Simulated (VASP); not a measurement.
# Se (Pm-3n) in VASP: a series of runs

Runs on Se. Level: BLYP. Tasks: single point, relaxation of cell and atoms.

Program: VASP 6.6.1. These are calculated values, not measurements. Logs are shortened: lines on timing, memory, paths and dates and some standing lists are left out, and cuts for length are marked.

## Step 1: The cell of the first run

Symmetry: Pm-3n, No. 223, cubic system. The conventional cell has a = 5.727 Å, b = 5.727 Å, c = 5.727 Å, α = 90.00°, β = 90.00°, γ = 90.00°. Se (site symmetry m-3) has 12 Se at 3.20 Å within 4.2 Å. Se (site symmetry -4m2) has 14 Se at 2.86 to 3.51 Å within 3.8 Å.

## Step 2: Single point, BLYP

Contents of INCAR:

```
SYSTEM = Se
  AGGAC = 1.0
  AGGAX = 1.0
  ALDAC = 0.0
  ALDAX = 1.0
  ALGO = Normal
  EDIFF = 1E-6
  ENCUT = 520
  GGA = B5
  ISIF = 2
  ISMEAR = -1
  LASPH = .TRUE.
  LCHARG = .FALSE.
  LREAL = .FALSE.
  LWAVE = .FALSE.
  NBANDS = 34
  NELM = 60
  PREC = Accurate
  SIGMA = 0.1
```

Contents of KPOINTS:

```
k-points
0
G
  5 5 5
  0 0 0
```

Contents of POSCAR:

```
Se
1.0
    5.7266877588      0.0000000000      0.0000000000
    0.0000000000      5.7266877588      0.0000000000
    0.0000000000      0.0000000000      5.7266877588
Se
8
Direct
    1.0000000000      0.0000000000      0.0000000000
    0.5000000000      0.5000000000      0.5000000000
    0.2500000000      0.0000000000      0.5000000000
    0.7500000000      0.0000000000      0.5000000000
    0.5000000000      0.2500000000      0.0000000000
    0.5000000000      0.7500000000      0.0000000000
    1.0000000000      0.5000000000      0.2500000000
    1.0000000000      0.5000000000      0.7500000000
```

Potentials or basis: VASP PAW PBE potentials, release 64 (Se).

Run with:

```console
> cat potpaw_PBE.64/Se/POTCAR > POTCAR
> mpirun -np 1 vasp_std > vasp.out
```

OUTCAR:

```text
SYSTEM = Se
   EDIFF = 1E-6
   ENCUT = 520
   GGA = B5
   ISIF = 2
   ISMEAR = -1
   LASPH = .TRUE.
   LREAL = .FALSE.
   NELM = 60
   PREC = Accurate

 ion  position               nearest neighbor table
   1  0.000  0.000  0.000-
   2  0.500  0.500  0.500-
   3  0.250  0.000  0.500-
   4  0.750  0.000  0.500-
   5  0.500  0.250  0.000-
   6  0.500  0.750  0.000-
   7  0.000  0.500  0.250-
   8  0.000  0.500  0.750-

  LATTYP: Found a simple cubic cell.
 ALAT       =     5.7266877588

  Lattice vectors:

 A1 = (   5.7266877588,   0.0000000000,   0.0000000000)
 A2 = (   0.0000000000,   5.7266877588,   0.0000000000)
 A3 = (   0.0000000000,   0.0000000000,   5.7266877588)

Analysis of symmetry for initial positions (statically):
=====================================================================
 Subroutine PRICEL returns:
 Original cell was already a primitive cell.

 Routine SETGRP: Setting up the symmetry group for a
 simple cubic supercell.

 Subroutine GETGRP returns: Found 48 space group operations
 (whereof 24 operations were pure point group operations)
 out of a pool of 48 trial point group operations.

The static configuration has the point symmetry T_h .
 The point group associated with its full space group is O_h .

Analysis of symmetry for dynamics (positions and initial velocities):
=====================================================================
 Subroutine PRICEL returns:
 Original cell was already a primitive cell.

 Routine SETGRP: Setting up the symmetry group for a
 simple cubic supercell.

 Subroutine GETGRP returns: Found 48 space group operations
 (whereof 24 operations were pure point group operations)
 out of a pool of 48 trial point group operations.

The dynamic configuration has the point symmetry T_h .
 The point group associated with its full space group is O_h .

 Subroutine INISYM returns: Found 48 space group operations
 (whereof 24 operations are pure point group operations),
 and found     1 'primitive' translations

----------------------------------------------------------------------------------------

                                     Primitive cell

  volume of cell :     187.8065

  direct lattice vectors                    reciprocal lattice vectors
     5.726687759  0.000000000  0.000000000     0.174621010  0.000000000  0.000000000
     0.000000000  5.726687759  0.000000000     0.000000000  0.174621010  0.000000000
     0.000000000  0.000000000  5.726687759     0.000000000  0.000000000  0.174621010

  length of vectors
     5.726687759  5.726687759  5.726687759     0.174621010  0.174621010  0.174621010

  position of ions in fractional coordinates (direct lattice)
     0.000000000  0.000000000  0.000000000
     0.500000000  0.500000000  0.500000000
     0.250000000  0.000000000  0.500000000
     0.750000000  0.000000000  0.500000000
     0.500000000  0.250000000  0.000000000
     0.500000000  0.750000000  0.000000000
     0.000000000  0.500000000  0.250000000
     0.000000000  0.500000000  0.750000000

  ion indices of the primitive-cell ions
   primitive index   ion index
                 1           1
                 2           2
                 3           3
                 4           4
                 5           5
                 6           6
                 7           7
                 8           8

----------------------------------------------------------------------------------------

 KPOINTS: k-points

Automatic generation of k-mesh.
 Grid dimensions read from file:
 generate k-points for:    5    5    5

 Generating k-lattice:

  Cartesian coordinates                     Fractional coordinates (reciprocal lattice)
     0.034924202  0.000000000  0.000000000     0.200000000  0.000000000  0.000000000
     0.000000000  0.034924202  0.000000000     0.000000000  0.200000000  0.000000000
     0.000000000  0.000000000  0.034924202     0.000000000  0.000000000  0.200000000

  Length of vectors
     0.034924202  0.034924202  0.034924202

  Shift w.r.t. Gamma in fractional coordinates (k-lattice)
     0.000000000  0.000000000  0.000000000

 Subroutine IBZKPT returns following result:
 ===========================================

 Found     10 irreducible k-points:

 Following reciprocal coordinates:
            Coordinates               Weight
  0.000000  0.000000  0.000000      1.000000
  0.200000  0.000000  0.000000      6.000000
  0.400000  0.000000  0.000000      6.000000
  0.200000  0.200000  0.000000     12.000000
  0.400000  0.200000  0.000000     24.000000
  0.400000  0.400000  0.000000     12.000000
  0.200000  0.200000  0.200000      8.000000
  0.400000  0.200000  0.200000     24.000000
  0.400000  0.400000  0.200000     24.000000
  0.400000  0.400000  0.400000      8.000000
   k-points           NKPTS =     10   k-points in BZ     NKDIM =     10   number of bands    NBANDS=     34
   number of dos      NEDOS =    301   number of ions     NIONS =      8
   total plane-waves  NPLWV = 110592
   dimension x,y,z NGX =    48 NGY =   48 NGZ =   48
   dimension x,y,z NGXF=    96 NGYF=   96 NGZF=   96
   ions per type =               8
   NGX,Y,Z   is equivalent  to a cutoff of  13.93, 13.93, 13.93 a.u.
   NGXF,Y,Z  is equivalent  to a cutoff of  27.87, 27.87, 27.87 a.u.
 SYSTEM =  Se
   PREC   = accura    normal or accurate (medium, high low for compatibility)
   ISTART =      0    job   : 0-new  1-cont  2-samecut
   ICHARG =      2    charge: 1-file 2-atom 10-const
   ISPIN  =      1    spin polarized calculation?
   LNONCOLLINEAR =      F non collinear calculations
   LSORBIT =      F    spin-orbit coupling
   LASPH  =      T    aspherical Exc in radial PAW
   ENCUT  =  520.0 eV  38.22 Ry    6.18 a.u.  10.65 10.65 10.65*2*pi/ulx,y,z
   NELM   =     60;   NELMIN=  2; NELMDL= -5     # of ELM steps
   EDIFF  = 0.1E-05   stopping-criterion for ELM
   LREAL  =      F    real-space projection
   EDIFFG = 0.1E-04   stopping-criterion for IOM
   NSW    =      0    number of steps for IOM
   IBRION =     -1    ionic relax: 0-MD 1-quasi-New 2-CG
   NFREE  =      0    steps in history (QN), initial steepest desc. (CG)
   ISIF   =      2    stress and relaxation
   ISYM   =      2    0-nonsym 1-usesym 2-fastsym
   POTIM  = 0.5000    time-step for ionic-motion
   TEBEG  =    0.0;   TEEND  =   0.0 temperature during run
   PSTRESS=    0.0 pullay stress
   NELECT =      48.0000    total number of electrons
   NUPDOWN=      -1.0000    fix difference up-down
   EMIN   =  10.00;   EMAX   =-10.00  energy-range for DOS
   EFERMI =   0.00;   METHOD = LEGACY
   ISMEAR =    -1;   SIGMA  =   0.10  broadening in eV -4-tet -1-fermi 0-gaus
   EFERMI_NEDOS =   21; number of points for ismear=-14 and -15
   IALGO  =     38    algorithm
   IMIX   =      4    mixing-type and parameters
     AMIX     =   0.40;   BMIX     =  1.00
     AMIX_MAG =   1.60;   BMIX_MAG =  1.00
  volume/ion in A,a.u.               =      23.48       158.42
  Fermi-wavevector in a.u.,A,eV,Ry     =   1.038927  1.963288 14.685714  1.079370
  Thomas-Fermi vector in A             =   2.173434
   LORBIT       =      0    0 simple, 1 ext, 2 COOP (PROOUT), +10 PAW based schemes
   GGA     = B5    functional components
   LHFCALC =     F    Hartree Fock is set to
   AEXX    =    0.0000 exact exchange contribution
   IVDW    =     0    specifies the selected vdW correction
   LEPSILON=     F    determine dielectric tensor
   LRPA    =     F    only Hartree local field effects (RPA)
 non-spin polarized calculation
  energy-cutoff  :      520.00
  volume of cell :      187.81
 maximum number of plane-waves:      5086
 NGX is ok and might be reduce to    48
   NGX = 21   NGY = 21   NGZ = 21

 number of electron      47.9999993 magnetization

 Free energy of the ion-electron system (eV)
  ---------------------------------------------------
  ext. energy  EPLUGINS =         0.00000000
  ---------------------------------------------------
  free energy    TOTEN  =       -16.82852011 eV

  energy without entropy =      -16.44392053  energy(sigma->0) =      -16.63622032

 E-fermi :   4.1141     XC(G=0):  -9.2857

 val. band max:        4.0983778996   @ k =   0.4000   0.0000   0.0000
 cond. band min:       4.1539452921   @ k =   0.4000   0.2000   0.0000
 fundamental gap:      0.0555673925
 Fermi energy:         4.1141183352

 k-point     1 :       0.0000    0.0000    0.0000
  band No.  band energies     occupation
      1     -10.7592      2.00000
      2      -8.7807      2.00000
      3      -8.7807      2.00000
      4      -8.6678      2.00000
      5      -7.5221      2.00000
      6      -7.3292      2.00000
[... 26 lines left out ...]
     33      11.8584      0.00000
     34      12.4549      0.00000

 k-point     2 :       0.2000    0.0000    0.0000
  band No.  band energies     occupation
      1     -10.6257      2.00000
      2      -9.0487      2.00000
      3      -8.6826      2.00000
      4      -8.6308      2.00000
      5      -7.6210      2.00000
      6      -7.4253      2.00000
[... 26 lines left out ...]
     33      11.5137      0.00000
     34      12.2300      0.00000

 k-point     3 :       0.4000    0.0000    0.0000
  band No.  band energies     occupation
      1     -10.2405      2.00000
      2      -9.6627      2.00000
      3      -8.4622      2.00000
      4      -8.4600      2.00000
      5      -7.8097      2.00000
      6      -7.7079      2.00000
[... 26 lines left out ...]
     33      11.2438      0.00000
     34      12.0049      0.00000

 k-point     4 :       0.2000    0.2000    0.0000
  band No.  band energies     occupation
      1     -10.4934      2.00000
      2      -8.9499      2.00000
      3      -8.9419      2.00000
      4      -8.5686      2.00000
      5      -7.7561      2.00000
      6      -7.5407      2.00000
[... 26 lines left out ...]
     33      11.7606      0.00000
     34      11.8911      0.00000

 k-point     5 :       0.4000    0.2000    0.0000
  band No.  band energies     occupation
      1     -10.1126      2.00000
      2      -9.5436      2.00000
      3      -8.6898      2.00000
      4      -8.3627      2.00000
      5      -8.0861      2.00000
      6      -7.7462      2.00000
[... 26 lines left out ...]
     33      11.4055      0.00000
     34      11.7002      0.00000

 k-point     6 :       0.4000    0.4000    0.0000
  band No.  band energies     occupation
      1      -9.7485      2.00000
      2      -9.2362      2.00000
      3      -9.1871      2.00000
      4      -8.6382      2.00000
      5      -8.1084      2.00000
      6      -7.7574      2.00000
[... 26 lines left out ...]
     33      10.9830      0.00000
     34      11.3338      0.00000

 k-point     7 :       0.2000    0.2000    0.2000
  band No.  band energies     occupation
      1     -10.3623      2.00000
      2      -8.8515      2.00000
      3      -8.8402      2.00000
      4      -8.8402      2.00000
      5      -7.8170      2.00000
      6      -7.5713      2.00000
[... 26 lines left out ...]
     33      11.7426      0.00000
     34      12.0144      0.00000

 k-point     8 :       0.4000    0.2000    0.2000
  band No.  band energies     occupation
      1      -9.9856      2.00000
      2      -9.4262      2.00000
      3      -8.6031      2.00000
      4      -8.5664      2.00000
      5      -8.0797      2.00000
      6      -7.9658      2.00000
[... 26 lines left out ...]
     33      11.4847      0.00000
     34      11.6981      0.00000

 k-point     9 :       0.4000    0.4000    0.2000
  band No.  band energies     occupation
      1      -9.6249      2.00000
      2      -9.1296      2.00000
      3      -9.0657      2.00000
      4      -8.5515      2.00000
      5      -8.3027      2.00000
      6      -7.9311      2.00000
[... 26 lines left out ...]
     33      11.2097      0.00000
     34      11.7205      0.00000

 k-point    10 :       0.4000    0.4000    0.4000
  band No.  band energies     occupation
      1      -9.2774      2.00000
      2      -8.8743      2.00000
      3      -8.7235      2.00000
      4      -8.7235      2.00000
      5      -8.4248      2.00000
      6      -8.2089      2.00000
[... 26 lines left out ...]
     33      12.0062      0.00000
     34      12.0062      0.00000

------------------------ aborting loop because EDIFF is reached ----------------------------------------

  FORCE on cell =-STRESS in cart. coord.  units (eV):
  Direction    XX          YY          ZZ          XY          YZ          ZX
  --------------------------------------------------------------------------------------
  -------------------------------------------------------------------------------------
  Total        0.1408069      0.1408069      0.1408069     -0.0000000      0.0000000      0.0000000
  in kB        1.2012240      1.2012240      1.2012240     -0.0000000      0.0000000      0.0000000
  external PRESSURE =       1.2012240 kB  Pullay stress =       0.0000000 kB

 VOLUME and BASIS-vectors are now :
 -----------------------------------------------------------------------------
  energy-cutoff  :      520.00
  volume of cell :      187.81
      direct lattice vectors                 reciprocal lattice vectors
     5.726687759  0.000000000  0.000000000     0.174621010  0.000000000  0.000000000
     0.000000000  5.726687759  0.000000000     0.000000000  0.174621010  0.000000000
     0.000000000  0.000000000  5.726687759     0.000000000  0.000000000  0.174621010

 POSITION                                       TOTAL-FORCE (eV/Angst)
 -----------------------------------------------------------------------------------
      0.00000      0.00000      0.00000         0.000000      0.000000      0.000000
      2.86334      2.86334      2.86334         0.000000      0.000000      0.000000
      1.43167      0.00000      2.86334         0.000000     -0.000000     -0.000000
      4.29502      0.00000      2.86334        -0.000000      0.000000      0.000000
      2.86334      1.43167      0.00000         0.000000      0.000000      0.000000
      2.86334      4.29502      0.00000         0.000000     -0.000000     -0.000000
      0.00000      2.86334      1.43167        -0.000000      0.000000      0.000000
      0.00000      2.86334      4.29502         0.000000     -0.000000     -0.000000
 -----------------------------------------------------------------------------------
    total drift:                                0.000000     -0.000000      0.000000

  FREE ENERGIE OF THE ION-ELECTRON SYSTEM (eV)
  ---------------------------------------------------
  free  energy   TOTEN  =       -16.8285201113 eV

  energy  without entropy=      -16.4439205282  energy(sigma->0) =      -16.63622032
```

Run time: 71 s. Hardware: 1 thread of Intel Xeon Platinum 8488C (Sapphire Rapids), shared host; peak memory 0.32 GiB.

What came out:

* Free energy: -16.8285 eV
* Pressure: 0.1 GPa
* Band gap on the k mesh: zero (bands 24 and 25 overlap by 0.38 eV)

Levels at points of the mesh, in eV from the Fermi level:
```tsv
k point	band 19	band 20	band 21	band 22	band 23	band 24	band 25	band 26	band 27	band 28
(0.00, 0.00, 0.00)	-1.68	-1.68	-0.15	-0.15	-0.15	0.20	0.20	0.20	1.22	1.22
```

Caveat: the PAW data sets were made with another functional, which shifts forces and pressure a little.

[end of part 1 of 3]
